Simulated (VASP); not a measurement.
# Al2O3 (P-3m1) in VASP: notebook

Runs on Al2O3. Level: PBEsol+D4. Tasks: single point, relaxation of cell and atoms.

Everything below comes from runs of VASP 6.6.1. Logs are shortened: lines on timing, memory, paths and dates and some standing lists are left out, and cuts for length are marked.

## Step 1: The cell of the first run

Symmetry: P-3m1, No. 164, trigonal system. The conventional cell has a = 2.979 Å, b = 2.979 Å, c = 7.385 Å, α = 90.00°, β = 90.00°, γ = 120.00°. Within 2.2 Å of Al (site symmetry 3m) lie 4 O at 1.67 to 1.82 Å. Within 2.4 Å of O (site symmetry 3m) lie 3 Al at 1.82 Å. Within 2.2 Å of O (site symmetry -3m) lie 2 Al at 1.67 Å.

## Step 2: Single point, PBEsol+D4

Input file INCAR:

```
SYSTEM = Al2O3
PREC = Accurate
ENCUT = 520
EDIFF = 1E-6
ISMEAR = 0
SIGMA = 0.01
LREAL = .False.
LASPH = .True.
NELM = 80
ALGO = Normal
ISIF = 2
LWAVE = .False.
LCHARG = .False.
GGA = PS
IVDW = 13
NBANDS = 20
```

Input file KPOINTS:

```
regular mesh
0
Gamma
  12 12 4
  0 0 0
```

Input file POSCAR:

```
Al2O3
1.0
    2.9786188423     -0.0000002850      0.0000000000
   -1.4893091744      2.5795597281      0.0000000000
    0.0000000000      0.0000000000      7.3853511221
Al O
2 3
Direct
    0.0000000000      0.0000000000      0.2740591645
    0.0000000000      0.0000000000      0.7259408355
    0.3333333333      0.6666666667      0.1935657643
    0.6666666667      0.3333333333      0.8064342357
    0.0000000000      0.0000000000      0.5000000000
```

Potentials or basis: VASP PAW PBE potentials, release 64 (Al, O).

Run with:

```sh
> cat potpaw_PBE.64/Al/POTCAR potpaw_PBE.64/O/POTCAR > POTCAR
> mpirun -np 1 vasp_std > vasp.out
```

OUTCAR:

```text
SYSTEM = Al2O3
   PREC = Accurate
   ENCUT = 520
   EDIFF = 1E-6
   ISMEAR = 0
   LREAL = .False.
   LASPH = .True.
   NELM = 80
   ISIF = 2
   GGA = PS
   IVDW = 13

 ion  position               nearest neighbor table
   1  0.000  0.000  0.274-   5 1.67   3 1.82   3 1.82   3 1.82   2 3.34
   2  0.000  0.000  0.726-   5 1.67   4 1.82   4 1.82   4 1.82   1 3.34
   3  0.333  0.667  0.194-   1 1.82   1 1.82   1 1.82
   4  0.667  0.333  0.806-   2 1.82   2 1.82   2 1.82
   5  0.000  0.000  0.500-   1 1.67   2 1.67

  LATTYP: Found a hexagonal cell.
 ALAT       =     2.9786188423
 C/A-ratio  =     2.4794549129

  Lattice vectors:

 A1 = (   2.9786188423,  -0.0000002850,   0.0000000000)
 A2 = (  -1.4893091744,   2.5795597281,   0.0000000000)
 A3 = (   0.0000000000,   0.0000000000,   7.3853511221)

Analysis of symmetry for initial positions (statically):
=====================================================================
 Subroutine PRICEL returns:
 Original cell was already a primitive cell.

 Routine SETGRP: Setting up the symmetry group for a
 hexagonal supercell.

 Subroutine GETGRP returns: Found 12 space group operations
 (whereof 12 operations were pure point group operations)
 out of a pool of 24 trial point group operations.

The static configuration has the point symmetry D_3d.

Analysis of symmetry for dynamics (positions and initial velocities):
=====================================================================
 Subroutine PRICEL returns:
 Original cell was already a primitive cell.

 Routine SETGRP: Setting up the symmetry group for a
 hexagonal supercell.

 Subroutine GETGRP returns: Found 12 space group operations
 (whereof 12 operations were pure point group operations)
 out of a pool of 24 trial point group operations.

The dynamic configuration has the point symmetry D_3d.

 Subroutine INISYM returns: Found 12 space group operations
 (whereof 12 operations are pure point group operations),
 and found     1 'primitive' translations

----------------------------------------------------------------------------------------

                                     Primitive cell

  volume of cell :      56.7455

  direct lattice vectors                    reciprocal lattice vectors
     2.978618842 -0.000000285  0.000000000     0.335726089  0.193831505  0.000000000
    -1.489309174  2.579559728  0.000000000     0.000000037  0.387663075  0.000000000
     0.000000000  0.000000000  7.385351122     0.000000000  0.000000000  0.135403176

  length of vectors
     2.978618842  2.978618842  7.385351122     0.387663075  0.387663075  0.135403176

  position of ions in fractional coordinates (direct lattice)
     0.000000000  0.000000000  0.274059165
     0.000000000  0.000000000  0.725940835
     0.333333333  0.666666667  0.193565764
     0.666666667  0.333333333  0.806434236
     0.000000000  0.000000000  0.500000000

  ion indices of the primitive-cell ions
   primitive index   ion index
                 1           1
                 2           2
                 3           3
                 4           4
                 5           5

----------------------------------------------------------------------------------------

 KPOINTS: regular mesh

Automatic generation of k-mesh.
 Grid dimensions read from file:
 generate k-points for:   12   12    4

 Generating k-lattice:

  Cartesian coordinates                     Fractional coordinates (reciprocal lattice)
     0.027977174  0.016152625  0.000000000     0.083333333  0.000000000  0.000000000
     0.000000003  0.032305256  0.000000000     0.000000000  0.083333333  0.000000000
     0.000000000  0.000000000  0.033850794     0.000000000  0.000000000  0.250000000

  Length of vectors
     0.032305256  0.032305256  0.033850794

  Shift w.r.t. Gamma in fractional coordinates (k-lattice)
     0.000000000  0.000000000  0.000000000

 Subroutine IBZKPT returns following result:
 ===========================================

 Found     69 irreducible k-points:

 Following reciprocal coordinates:
            Coordinates               Weight
  0.000000  0.000000  0.000000      1.000000
  0.083333  0.000000  0.000000      6.000000
  0.166667  0.000000  0.000000      6.000000
  0.250000  0.000000  0.000000      6.000000
  0.333333  0.000000  0.000000      6.000000
  0.416667  0.000000  0.000000      6.000000
[... 16 lines left out ...]
  0.166667  0.000000  0.250000      6.000000
 -0.000000  0.166667  0.250000      6.000000
 [... further k-points ...]
   k-points           NKPTS =     69   k-points in BZ     NKDIM =     69   number of bands    NBANDS=     20
   number of dos      NEDOS =    301   number of ions     NIONS =      5
   total plane-waves  NPLWV =  32256
   dimension x,y,z NGX =    24 NGY =   24 NGZ =   56
   dimension x,y,z NGXF=    48 NGYF=   48 NGZF=  112
   ions per type =               2   3
   NGX,Y,Z   is equivalent  to a cutoff of  13.40, 13.40, 12.61 a.u.
   NGXF,Y,Z  is equivalent  to a cutoff of  26.79, 26.79, 25.21 a.u.
 SYSTEM =  Al2O3
   PREC   = accura    normal or accurate (medium, high low for compatibility)
   ISTART =      0    job   : 0-new  1-cont  2-samecut
   ICHARG =      2    charge: 1-file 2-atom 10-const
   ISPIN  =      1    spin polarized calculation?
   LNONCOLLINEAR =      F non collinear calculations
   LSORBIT =      F    spin-orbit coupling
   LASPH  =      T    aspherical Exc in radial PAW
   ENCUT  =  520.0 eV  38.22 Ry    6.18 a.u.   5.54  5.54 13.73*2*pi/ulx,y,z
   NELM   =     80;   NELMIN=  2; NELMDL= -5     # of ELM steps
   EDIFF  = 0.1E-05   stopping-criterion for ELM
   LREAL  =      F    real-space projection
   EDIFFG = 0.1E-04   stopping-criterion for IOM
   NSW    =      0    number of steps for IOM
   IBRION =     -1    ionic relax: 0-MD 1-quasi-New 2-CG
   NFREE  =      0    steps in history (QN), initial steepest desc. (CG)
   ISIF   =      2    stress and relaxation
   ISYM   =      2    0-nonsym 1-usesym 2-fastsym
   POTIM  = 0.5000    time-step for ionic-motion
   TEBEG  =    0.0;   TEEND  =   0.0 temperature during run
   PSTRESS=    0.0 pullay stress
   NELECT =      24.0000    total number of electrons
   NUPDOWN=      -1.0000    fix difference up-down
   EMIN   =  10.00;   EMAX   =-10.00  energy-range for DOS
   EFERMI =   0.00;   METHOD = LEGACY
   ISMEAR =     0;   SIGMA  =   0.01  broadening in eV -4-tet -1-fermi 0-gaus
   EFERMI_NEDOS =   21; number of points for ismear=-14 and -15
   IALGO  =     38    algorithm
   IMIX   =      4    mixing-type and parameters
     AMIX     =   0.40;   BMIX     =  1.00
     AMIX_MAG =   1.60;   BMIX_MAG =  1.00
  volume/ion in A,a.u.               =      11.35        76.59
  Fermi-wavevector in a.u.,A,eV,Ry     =   1.228857  2.322203 20.546017  1.510090
  Thomas-Fermi vector in A             =   2.363767
   LORBIT       =      0    0 simple, 1 ext, 2 COOP (PROOUT), +10 PAW based schemes
   GGA     = PS    functional components
   LHFCALC =     F    Hartree Fock is set to
   AEXX    =    0.0000 exact exchange contribution
   IVDW    =    13    specifies the selected vdW correction
   LEPSILON=     F    determine dielectric tensor
   LRPA    =     F    only Hartree local field effects (RPA)
 non-spin polarized calculation
 Gauss-broadening in eV      SIGMA  =   0.01
  energy-cutoff  :      520.00
  volume of cell :       56.75
 maximum number of plane-waves:      1563
 NGX is ok and might be reduce to    24
   NGX = 11   NGY = 11   NGZ = 27

 number of electron      24.0000006 magnetization

 Free energy of the ion-electron system (eV)
  ---------------------------------------------------
  ext. energy  EPLUGINS =         0.00000000
  ---------------------------------------------------
  free energy    TOTEN  =       -37.73008135 eV

  energy without entropy =      -37.73008135  energy(sigma->0) =      -37.73008135

 E-fermi :   4.3345     XC(G=0): -10.2170

 val. band max:        4.2203148213   @ k =   0.0000   0.0000   0.0000
 cond. band min:       6.6153999752   @ k =   0.0000   0.0000   0.0000
 fundamental gap:      2.3950851539
 Fermi energy:         4.3344989637

 k-point     1 :       0.0000    0.0000    0.0000
  band No.  band energies     occupation
      1     -15.5614      2.00000
      2     -15.3194      2.00000
      3     -12.6912      2.00000
      4      -1.7744      2.00000
      5      -0.5583      2.00000
      6       0.4075      2.00000
[... 12 lines left out ...]
     19      16.5039      0.00000
     20      16.8114      0.00000

 k-point     2 :       0.0833    0.0000    0.0000
  band No.  band energies     occupation
      1     -15.5027      2.00000
      2     -15.2680      2.00000
      3     -12.6590      2.00000
      4      -1.7482      2.00000
      5      -0.5271      2.00000
      6       0.1318      2.00000
[... 12 lines left out ...]
     19      16.5133      0.00000
     20      16.6678      0.00000

 k-point     3 :       0.1667    0.0000    0.0000
  band No.  band energies     occupation
      1     -15.3367      2.00000
      2     -15.1244      2.00000
      3     -12.5705      2.00000
      4      -1.7566      2.00000
      5      -0.7224      2.00000
      6      -0.3348      2.00000
[... 12 lines left out ...]
     19      16.3919      0.00000
     20      17.0714      0.00000

 k-point     4 :       0.2500    0.0000    0.0000
  band No.  band energies     occupation
      1     -15.0950      2.00000
      2     -14.9196      2.00000
      3     -12.4485      2.00000
      4      -2.0759      2.00000
      5      -1.5403      2.00000
      6      -0.5282      2.00000
[... 429 lines left out ...]
 k-point    23 :       0.1667    0.0000    0.2500
  band No.  band energies     occupation
      1     -15.3086      2.00000
      2     -15.1566      2.00000
      3     -12.5648      2.00000
      4      -1.8061      2.00000
      5      -0.7101      2.00000
      6      -0.5382      2.00000
[... 12 lines left out ...]
     19      16.7417      0.00000
     20      16.9970      0.00000

 k-point    24 :      -0.0000    0.1667    0.2500
  band No.  band energies     occupation
      1     -15.3071      2.00000
      2     -15.1583      2.00000
      3     -12.5645      2.00000
      4      -1.8239      2.00000
      5      -0.7357      2.00000
      6      -0.5393      2.00000
[... 12 lines left out ...]
     19      17.0272      0.00000
     20      17.0862      0.00000

 [... further k-points ...]

------------------------ aborting loop because EDIFF is reached ----------------------------------------

  DFT-D4 for vdW energy calculation

  Edisp (eV):   -0.59587

  FORCE on cell =-STRESS in cart. coord.  units (eV):
  Direction    XX          YY          ZZ          XY          YZ          ZX
  --------------------------------------------------------------------------------------
  -------------------------------------------------------------------------------------
  Total       0.05002     0.05002     0.24543    -0.00000    -0.00000     0.00000
  in kB       1.41238     1.41238     6.92961    -0.00000    -0.00000     0.00000
  external pressure =        3.25 kB  Pullay stress =        0.00 kB

 VOLUME and BASIS-vectors are now :
 -----------------------------------------------------------------------------
  energy-cutoff  :      520.00
  volume of cell :       56.75
      direct lattice vectors                 reciprocal lattice vectors
     2.978618842 -0.000000285  0.000000000     0.335726089  0.193831505  0.000000000
    -1.489309174  2.579559728  0.000000000     0.000000037  0.387663075  0.000000000
     0.000000000  0.000000000  7.385351122     0.000000000  0.000000000  0.135403176

 POSITION                                       TOTAL-FORCE (eV/Angst)
 -----------------------------------------------------------------------------------
      0.00000      0.00000      2.02402         0.000000      0.000000     -0.091885
      0.00000      0.00000      5.36133        -0.000000     -0.000000      0.091885
      0.00000      1.71971      1.42955         0.000000      0.000000     -0.000423
      1.48931      0.85985      5.95580        -0.000000     -0.000000      0.000423
      0.00000      0.00000      3.69268        -0.000000      0.000000      0.000000
 -----------------------------------------------------------------------------------
    total drift:                                0.000000      0.000000      0.000000

  FREE ENERGIE OF THE ION-ELECTRON SYSTEM (eV)
  ---------------------------------------------------
  free  energy   TOTEN  =       -38.3259472848 eV

  energy  without entropy=      -38.3259472848  energy(sigma->0) =      -38.32594728
```

Run time: 75 s. Hardware: 1 thread of Intel Xeon Platinum 8259CL at 2.50GHz (Skylake/Cascade Lake), shared host; peak memory 0.2 GiB.

Results:

* Free energy: -38.3259 eV
* Pressure: 0.3 GPa
* Largest force: 0.092 eV/Å
* Band gap on the k mesh: 2.40 eV
* Dispersion energy per atom: -0.119 eV

Forces on the atoms (eV/Å):
```
Al   0.000  0.000 -0.092
Al   0.000  0.000  0.092
O    0.000  0.000  0.000
O    0.000  0.000  0.000
O    0.000  0.000  0.000
```

Levels at points of the mesh, in eV from the valence-band top:
```csv
k point,band 10,band 11,band 12,band 13,band 14,band 15
"(0.00, 0.00, 0.00)",-2.36,0.00,0.00,2.40,4.51,7.45
"(0.50, 0.00, 0.00)",-3.20,-1.89,-0.52,4.43,6.23,8.28
"(0.00, 0.00, 0.50)",-3.28,0.00,0.00,3.38,3.53,8.18
"(0.50, 0.00, 0.50)",-3.50,-1.80,-0.52,4.98,5.50,8.25
```

Caveat: the PAW data sets were made with another functional, which shifts forces and pressure a little.

## Step 3: Relaxation of cell and atoms, PBEsol+D4

This run uses another cell than the first one, of 11.95 Å³/atom.

Input file INCAR:

```
  PREC = Accurate
  ENCUT = 600
  EDIFF = 1E-7
  ISMEAR = 0
  SIGMA = 0.01
  LREAL = False
  LASPH = True
  NELM = 100
  ALGO = Normal
  ISIF = 3
  LWAVE = False
  LCHARG = False
  GGA = PS
  IVDW = 13
  IBRION = 2
  NSW = 80
  EDIFFG = -0.01
```

Input file KPOINTS:

```
Automatic mesh
0
Gamma
  12 12 4
```

Input file POSCAR:

```
Al2O3
1.0
    3.0174830000      0.0000000000      0.0000000000
   -1.5087410000      2.6132170000      0.0000000000
    0.0000000000      0.0000000000      7.5746360000
Al O
2 3
Direct
    0.0000000000      0.0000000000      0.2779510000
    0.0000000000      0.0000000000      0.7220490000
    0.3333333333      0.6666666667      0.1994540000
    0.6666666667      0.3333333333      0.8005460000
    0.0000000000      0.0000000000      0.5000000000
```

Potentials or basis: VASP PAW PBE potentials, release 64 (Al, O).

Run with:

```sh
> cat potpaw_PBE.64/Al/POTCAR potpaw_PBE.64/O/POTCAR > POTCAR
> mpirun -np 1 vasp_std > vasp.out
```

It took 12 min on 1 thread of Intel Xeon Platinum 8259CL at 2.50GHz (Skylake/Cascade Lake), shared host; peak memory 0.23 GiB.

Results (log left out):

```
Free energy                           : -38.3429 eV
Relaxed volume                        : 11.27 Å³/atom
Relaxed cell                          : a = 2.978 Å, b = 2.978 Å, c = 7.339 Å, α = 90.00°, β = 90.00°, γ = 120.00°
Space group after relaxing (to 0.1 Å) : P-3m1 (No. 164)
Energy gained by relaxing             : 7.7 meV/atom
Ionic steps                           : 19
Pressure after relaxing               : 0.1 GPa
Largest force after relaxing          : 0.009 eV/Å
Band gap on the k mesh                : 2.37 eV
Dispersion energy per atom            : -0.120 eV
```

Forces in eV/Å, atoms in the order of the input:
```
Al   0.000  0.000 -0.008
Al   0.000  0.000  0.008
O    0.000  0.000 -0.009
O    0.000  0.000  0.009
O    0.000  0.000  0.000
```

Step by step:
```csv
step,energy change (eV),largest force (eV/Å),pressure (GPa),volume (Å³)
1,0.0000,0.1977,-5.18,59.73
2,-0.0061,0.3750,5.08,56.45
3,-0.0311,0.1489,-0.04,57.96
4,-0.0298,0.3440,-0.14,57.77
5,-0.0323,0.1146,-0.09,57.89
6,-0.0332,0.0455,-0.08,57.80
7,-0.0332,0.0459,-0.07,57.77
8,-0.0336,0.0474,-0.05,57.71
9,-0.0346,0.0515,-0.02,57.53
10,-0.0364,0.0618,0.06,57.18
11,-0.0384,0.0868,0.29,56.47
12,-0.0386,0.0399,-0.04,56.46
13,-0.0386,0.0136,0.03,56.46
14,-0.0386,0.0106,-0.04,56.47
15,-0.0386,0.0074,-0.13,56.47
16,-0.0387,0.0174,-0.07,56.44
17,-0.0387,0.0199,-0.05,56.44
18,-0.0387,0.0121,0.02,56.39
19,-0.0387,0.0085,0.07,56.37
```

Final structure:
```
Al O
1.0
     2.97801    0.00000    0.00000
    -1.48901    2.57903    0.00000
     0.00000    0.00000    7.33911
Al O
2 3
Direct
  0.00000 0.00000 0.27241
  0.00000 0.00000 0.72759
  0.33333 0.66667 0.19158
  0.66667 0.33333 0.80842
  0.00000 0.00000 0.50000
```

Levels at points of the mesh, in eV from the valence-band top:
| k point | band 10 | band 11 | band 12 | band 13 | band 14 | band 15 |
| --- | --- | --- | --- | --- | --- | --- |
| (0.00, 0.00, 0.00) | -2.35 | 0.00 | 0.00 | 2.37 | 4.52 | 7.46 |
| (0.50, 0.00, 0.00) | -3.23 | -1.91 | -0.52 | 4.39 | 6.22 | 8.25 |
| (0.00, 0.00, 0.50) | -3.32 | 0.00 | 0.00 | 3.36 | 3.54 | 8.17 |
| (0.50, 0.00, 0.50) | -3.54 | -1.81 | -0.52 | 4.97 | 5.45 | 8.24 |

Caveat: the PAW data sets were made with another functional, which shifts forces and pressure a little.
